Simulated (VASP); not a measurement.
Here is a VASP 6.6.1 calculation.

Contents of POSCAR:

```
CdSe
1.0
    4.3000000000      0.0000000000      0.0000000000
   -2.1500000000      3.7239092363      0.0000000000
    0.0000000000      0.0000000000      7.0200000000
Cd Se
2 2
Direct
    0.6666666667      0.3333333333      0.5000000000
    0.3333333333      0.6666666667      0.0000000000
    0.6666666667      0.3333333333      0.8850000000
    0.3333333333      0.6666666667      0.3850000000
```

INCAR.step1

```
SYSTEM = CdSe
ALGO     = Normal         ! electronic algorithm
EDIFF    = 1E-5           ! SCF threshold, eV
ENCUT    = 400            ! plane-wave cutoff, eV
GGA      = PE             ! functional
GGA_COMPAT= .False.      
ISIF     = 2              ! what is computed and relaxed
ISMEAR   = 0              ! smearing method
LASPH    = .True.         ! aspherical terms in the spheres
LCHARG   = .False.        ! write CHGCAR
LREAL    = .False.        ! projectors in reciprocal space
LWAVE    = .True.         ! write WAVECAR
NBANDS   = 26             ! bands
NELM     = 120            ! most SCF steps
PREC     = Accurate       ! precision mode
SIGMA    = 0.05           ! smearing width, eV
```

File INCAR.step2:

```
SYSTEM = CdSe
AEXX     = 0.25           ! exact-exchange fraction
ALGO     = Normal         ! electronic algorithm
EDIFF    = 1E-6           ! SCF threshold, eV
ENCUT    = 400            ! plane-wave cutoff, eV
GGA      = PE             ! functional
GGA_COMPAT= .False.      
ISIF     = 2              ! what is computed and relaxed
ISMEAR   = 0              ! smearing method
ISTART   = 1            
LASPH    = .True.         ! aspherical terms in the spheres
LCHARG   = .False.        ! write CHGCAR
LHFCALC  = .True.         ! exact exchange
LREAL    = .False.        ! projectors in reciprocal space
LWAVE    = .False.        ! write WAVECAR
NBANDS   = 26             ! bands
NELM     = 120            ! most SCF steps
PREC     = Accurate       ! precision mode
PRECFOCK = Normal       
SIGMA    = 0.05           ! smearing width, eV
```

Contents of KPOINTS:

```
k-points
0
Gamma
  4 4 2
  0 0 0
```

Potentials or basis: VASP PAW PBE potentials, release 64 (Cd, Se).

Launch:

```bash
$ cat potpaw_PBE.64/Cd/POTCAR potpaw_PBE.64/Se/POTCAR > POTCAR
$ cp INCAR.step1 INCAR
$ mpirun -np 1 vasp_std > vasp.out
$ cp INCAR.step2 INCAR
$ mpirun -np 1 vasp_std > vasp.out
```

Predict the largest force.

0.299 eV/Å.

Predict the band gap on the k mesh.

2.35 eV, direct.

Forces on the atoms (eV/Å):
```
Cd   0.000  0.000  0.299
Cd   0.000  0.000  0.299
Se   0.000  0.000 -0.299
Se   0.000  0.000 -0.299
```

Caveat: the k points lie up to 0.45 Å⁻¹ apart; the PAW data sets were made with another functional, which shifts forces and pressure a little.
